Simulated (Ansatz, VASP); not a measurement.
# KRh in VASP and in Ansatz

```
K Rh
1.0
     2.69670    0.00000    0.00000
     0.00000    2.69670    0.00000
     0.00000    0.00000    5.17216
K Rh
1 1
Direct
  0.00000 0.00000 0.00000
  0.50000 0.50000 0.50000
```

Alike in both runs: task single point; functional LDA; k mesh 9 × 9 × 7; occupations fermi-dirac, width 0.05 eV; no spin polarisation.

```csv
,VASP,Ansatz
version,VASP 6.6.1,Ansatz 0.2.0
potentials or method,"VASP PAW LDA potentials, release 64 (K_sv, Rh_pv), cutoff 520 eV","all-electron LAPW, scalar-relativistic"
```

VASP gave:

| Quantity | Value |
| --- | --- |
| gap on the k mesh at the Fermi level (eV) | none |
| pressure (GPa) | 0.6 |
| traceless stress, the component that is largest in VASP (GPa) | -0.14 |

**Question.** Which values does Ansatz return?

**Answer.** gap on the k mesh at the Fermi level (eV): none; pressure (GPa): 0.0; traceless stress, the component that is largest in VASP (GPa): 0.04.

LDA's correlation is that of Perdew and Zunger in VASP and of Perdew and Wang (1992) in Ansatz. A gap of «none» marks a metal or a gap that the smearing closes. Ansatz ran all-electron here, and VASP with PAW potentials.
